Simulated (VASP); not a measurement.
# Al (P6_3/mmc) in VASP: a series of runs, part 2 of 2

VASP 6.6.1.

## Step 4: Single point, PBEsol+D3(BJ) (16.08 Å³/atom)

This run uses another cell than the first one, of 16.08 Å³/atom.

Input file INCAR:

```
PREC = Accurate
ENCUT = 520
EDIFF = 1E-6
ISMEAR = 0
SIGMA = 0.1
LREAL = False
LASPH = True
NELM = 60
ALGO = Normal
ISIF = 2
LWAVE = False
LCHARG = True
GGA = PS
IVDW = 12
LELF = True
LVHAR = True
NBANDS = 14
```

Input file KPOINTS:

```
regular mesh
0
Gamma
  18 18 6
```

Input file POSCAR:

```
Al
1.0
    2.8288539203      0.0000000000      0.0000000000
   -1.4144269602      2.4498593586      0.0000000000
    0.0000000000      0.0000000000      9.2838522353
Al
4
Direct
    0.0000000000      0.0000000000      0.0000000000
    0.3333333333      0.6666666667      0.2500000000
    0.0000000000      0.0000000000      0.5000000000
    0.6666666667      0.3333333333      0.7500000000
```

Potentials or basis: VASP PAW PBE potentials, release 64 (Al).

On the command line:

```
$ cat potpaw_PBE.64/Al/POTCAR > POTCAR
$ mpirun -np 1 vasp_std > vasp.out
```

OUTCAR:

```text
PREC = Accurate
   ENCUT = 520
   EDIFF = 1E-6
   ISMEAR = 0
   LREAL = False
   LASPH = True
   NELM = 60
   ISIF = 2
   GGA = PS
   IVDW = 12
 IVDW          = 12

 ion  position               nearest neighbor table
   1  0.000  0.000  0.000-   2 2.84   4 2.84   4 2.84   2 2.84   4 2.84   2 2.84
   2  0.333  0.667  0.250-   1 2.84   3 2.84   1 2.84   3 2.84   1 2.84   3 2.84
   3  0.000  0.000  0.500-   2 2.84   4 2.84   4 2.84   2 2.84   4 2.84   2 2.84
   4  0.667  0.333  0.750-   1 2.84   3 2.84   1 2.84   3 2.84   1 2.84   3 2.84

  LATTYP: Found a hexagonal cell.
 ALAT       =     2.8288539203
 C/A-ratio  =     3.2818422219

  Lattice vectors:

 A1 = (   2.8288539203,   0.0000000000,   0.0000000000)
 A2 = (  -1.4144269602,   2.4498593586,   0.0000000000)
 A3 = (   0.0000000000,   0.0000000000,   9.2838522353)

Analysis of symmetry for initial positions (statically):
=====================================================================
 Subroutine PRICEL returns:
 Original cell was already a primitive cell.

 Routine SETGRP: Setting up the symmetry group for a
 hexagonal supercell.

 Subroutine GETGRP returns: Found 24 space group operations
 (whereof 12 operations were pure point group operations)
 out of a pool of 24 trial point group operations.

The static configuration has the point symmetry D_3d.
 The point group associated with its full space group is D_6h.

Analysis of symmetry for dynamics (positions and initial velocities):
=====================================================================
 Subroutine PRICEL returns:
 Original cell was already a primitive cell.

 Routine SETGRP: Setting up the symmetry group for a
 hexagonal supercell.

 Subroutine GETGRP returns: Found 24 space group operations
 (whereof 12 operations were pure point group operations)
 out of a pool of 24 trial point group operations.

The dynamic configuration has the point symmetry D_3d.
[... 134 lines left out ...]
   LRPA    =     F    only Hartree local field effects (RPA)
 non-spin polarized calculation
 Gauss-broadening in eV      SIGMA  =   0.10
  energy-cutoff  :      520.00
  volume of cell :       64.34
 maximum number of plane-waves:      1756
 NGX is ok and might be reduce to    24
   NGX = 11   NGY = 11   NGZ = 35

 number of electron      12.0000000 magnetization

 Free energy of the ion-electron system (eV)
  ---------------------------------------------------
  ext. energy  EPLUGINS =         0.00000000
  ---------------------------------------------------
  free energy    TOTEN  =       -16.31996623 eV

  energy without entropy =      -16.31255478  energy(sigma->0) =      -16.31626050

 E-fermi :   8.2074     XC(G=0): -10.3507

 val. band max:        8.1614934166   @ k =   0.2778   0.2778   0.0000
 cond. band min:       8.2203029158   @ k =   0.3889   0.1667   0.1667
 fundamental gap:      0.0588094991
 Fermi energy:         8.2074359101

 k-point     1 :       0.0000    0.0000    0.0000
  band No.  band energies     occupation
      1      -3.0906      2.00000
      2      -1.3876      2.00000
      3      -1.3805      2.00000
      4       3.4958      2.00000
      5       3.7457      2.00000
      6      11.6079      0.00000
      7      11.6191      0.00000
      8      19.1394      0.00000
      9      19.1394      0.00000
     10      19.2955      0.00000
     11      19.2955      0.00000
     12      20.2504      0.00000
     13      20.2544      0.00000
     14      20.4118      0.00000
[... 377 lines left out ...]
      1       1.9118      2.00000
      2       3.5311      2.00000
      3       3.5378      2.00000
      4       4.5069      2.00000
      5       6.1696      2.00000
      6       6.1955      2.00000
      7       8.2626      0.43565
      8       8.6953      0.00000
      9      10.5710      0.00000
     10      10.7868      0.00000
     11      11.7990      0.00000
     12      12.5917      0.00000
     13      12.8558      0.00000
     14      16.2793      0.00000

 [... further k-points ...]

------------------------ aborting loop because EDIFF is reached ----------------------------------------

 Edisp (eV)   -1.30321

 E8    (eV) :    -0.8776

  FORCE on cell =-STRESS in cart. coord.  units (eV):
  Direction    XX          YY          ZZ          XY          YZ          ZX
  --------------------------------------------------------------------------------------
  -------------------------------------------------------------------------------------
  Total      -0.99581    -0.99581    -0.95011     0.00000     0.00000     0.00000
  in kB     -24.79745   -24.79745   -23.65940     0.00000     0.00000     0.00000
  external pressure =      -24.42 kB  Pullay stress =        0.00 kB

 VOLUME and BASIS-vectors are now :
 -----------------------------------------------------------------------------
  energy-cutoff  :      520.00
  volume of cell :       64.34
      direct lattice vectors                 reciprocal lattice vectors
     2.828853920  0.000000000  0.000000000     0.353500049  0.204093349  0.000000000
    -1.414426960  2.449859359  0.000000000     0.000000000  0.408186697  0.000000000
     0.000000000  0.000000000  9.283852235     0.000000000  0.000000000  0.107713907

 POSITION                                       TOTAL-FORCE (eV/Angst)
 -----------------------------------------------------------------------------------
      0.00000      0.00000      0.00000         0.000000     -0.000000     -0.000000
     -0.00000      1.63324      2.32096        -0.000000     -0.000000      0.000000
      0.00000      0.00000      4.64193         0.000000     -0.000000     -0.000000
      1.41443      0.81662      6.96289         0.000000      0.000000     -0.000000
 -----------------------------------------------------------------------------------
    total drift:                               -0.000000      0.000000      0.000000

  FREE ENERGIE OF THE ION-ELECTRON SYSTEM (eV)
  ---------------------------------------------------
  free  energy   TOTEN  =       -17.6231747676 eV

  energy  without entropy=      -17.6157633202  energy(sigma->0) =      -17.61946904
```

stdout:

```text
POSCAR found type information on POSCAR Al
 POSCAR found :  1 types and       4 ions
 scaLAPACK will be used
 -----------------------------------------------------------------------------
|                                                                             |
|                                                                             |
|     You enforced a specific xc type in the INCAR file but a different       |
|     I HOPE YOU KNOW WHAT YOU ARE DOING!                                     |
|                                                                             |
 -----------------------------------------------------------------------------

 LDA part: xc-table for (Slater+PW92), standard interpolation
 POSCAR, INCAR and KPOINTS ok, starting setup
 FFT: planning ... GRIDC
 FFT: planning ... GRID_SOFT
 FFT: planning ... GRID
 WAVECAR not read
 entering main loop
```

Run time: 2.3 min. Hardware: 1 thread of Intel Xeon 8259CL, shared host; peak memory 0.25 GiB.

What came out:

| Quantity | Value |
| --- | --- |
| Free energy | -17.6232 eV |
| Pressure | -2.4 GPa |
| Band gap on the k mesh | zero (bands 6 and 7 overlap by 5.47 eV) |
| Dispersion energy per atom | -0.326 eV |

Stress tensor (GPa, compression positive):
```
-2.48  0.00  0.00
 0.00 -2.48  0.00
 0.00  0.00 -2.37
```

Caveat: the PAW data sets were made with another functional, which shifts forces and pressure a little.

## Step 5: Single point, PBEsol+D3(BJ) (16.55 Å³/atom)

This run uses another cell than the first one, of 16.55 Å³/atom.

Input file INCAR:

```
SYSTEM = Al
PREC = Accurate
ENCUT = 520
EDIFF = 1E-6
ISMEAR = 0
SIGMA = 0.1
LREAL = .False.
LASPH = .True.
NELM = 100
ALGO = Fast
ISIF = 2
LWAVE = .False.
LCHARG = .True.
GGA = PS
IVDW = 12
LELF = .True.
LVHAR = .True.
NBANDS = 14
```

Input file KPOINTS:

```
regular mesh
0
Gamma
  18 18 6
  0 0 0
```

Input file POSCAR:

```
Al
1.0
    2.8546056425      0.0000000000      0.0000000000
   -1.4273028213      2.4721610042      0.0000000000
    0.0000000000      0.0000000000      9.3826531734
Al
4
Direct
    0.0000000000      0.0000000000      0.0000000000
    0.3333333333      0.6666666667      0.2500000000
    0.0000000000      0.0000000000      0.5000000000
    0.6666666667      0.3333333333      0.7500000000
```

On the command line:

```
$ cat potpaw_PBE.64/Al/POTCAR > POTCAR
$ mpirun -np 1 vasp_std > vasp.out
```

Wall time 2.8 min (1 thread of Intel Xeon 8259CL, shared host); peak memory 0.26 GiB.

It converged, with:

```
Free energy                : -17.5819 eV
Pressure                   : -4.6 GPa
Band gap on the k mesh     : zero (bands 6 and 7 overlap by 5.38 eV)
Dispersion energy per atom : -0.316 eV
```

Levels at points of the mesh, in eV from the Fermi level:
```csv
k point,band 3,band 4,band 5,band 6,band 7,band 8,band 9,band 10
"(0.00, 0.00, 0.00)",-9.43,-4.61,-4.44,3.31,3.32,10.72,10.72,10.91
"(0.50, 0.00, 0.00)",-3.89,-3.82,-3.31,-3.22,0.83,1.25,1.29,1.57
"(0.00, 0.00, 0.50)",-7.37,-7.37,-0.94,-0.94,8.13,8.13,11.04,11.04
"(0.50, 0.00, 0.50)",-4.74,-4.74,-1.84,-1.84,-1.20,-1.20,4.49,4.49
```

Caveat: the cell stands under tension; the PAW data sets were made with another functional, which shifts forces and pressure a little.

## Step 6: Summary

```csv
cell,gap on the mesh (eV),pressure (GPa)
"a = 2.801, b = 2.801, c = 9.193 Å, angles 90.0, 90.0, 120.0°, 4 atoms",none,0.1
"a = 2.827, b = 2.827, c = 9.186 Å, angles 90.0, 90.0, 120.0°, 4 atoms",none,-1.5
"a = 2.829, b = 2.829, c = 9.284 Å, angles 90.0, 90.0, 120.0°, 4 atoms",none,-2.4
"a = 2.855, b = 2.855, c = 9.383 Å, angles 90.0, 90.0, 120.0°, 4 atoms",none,-4.6
```

Alike in all rows: task single point; level PBEsol+D3(BJ); potentials or basis VASP PAW PBE potentials, release 64 (Al); no spin polarisation; k mesh 18 × 18 × 6; cutoff (eV) 520; smearing gaussian 0.1 eV.

Caveats: the PAW data sets were made with another functional, which shifts forces and pressure a little; the cell stands under tension (at least some runs).

Total energies depend on the potentials used, so only differences within one code and one set of settings carry meaning.

The gap in the log of VASP goes by the Fermi energy; the results here count the filled bands.